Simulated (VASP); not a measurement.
A run of VASP 6.6.1:

Contents of INCAR:

```
SYSTEM = NaCl
  PREC = Accurate
  ENCUT = 520
  EDIFF = 1E-7
  ISMEAR = -1
  SIGMA = 0.05
  LREAL = .False.
  LASPH = .True.
  NELM = 80
  ALGO = Normal
  ISIF = 2
  LWAVE = .False.
  LCHARG = .False.
  GGA = PE
  NBANDS = 14
```

The input KPOINTS:

```
regular mesh
0
Gamma
  8 8 8
  0 0 0
```

POSCAR

```
NaCl
1.0
    0.0000000000      2.8461988137      2.8461988137
    2.8461988137      0.0000000000      2.8461988137
    2.8461988137      2.8461988137      0.0000000000
Cl Na
1 1
Direct
    0.5000000000      0.5000000000      0.5000000000
    0.0000000000      0.0000000000      0.0000000000
```

Potentials or basis: VASP PAW PBE potentials, release 64 (Cl, Na_pv).

Command:

```sh
$ cat potpaw_PBE.64/Cl/POTCAR potpaw_PBE.64/Na_pv/POTCAR > POTCAR
$ mpirun -np 1 vasp_std > vasp.out
```

Hardware: 1 thread of Intel Xeon 8259CL, with other jobs on the host.

Estimate the wall time of this run.

Wall time 20 s on 1 thread of Intel Xeon 8259CL, on a shared host, peak memory 0.16 GiB. Counts: scf iterations 15, k points 29.
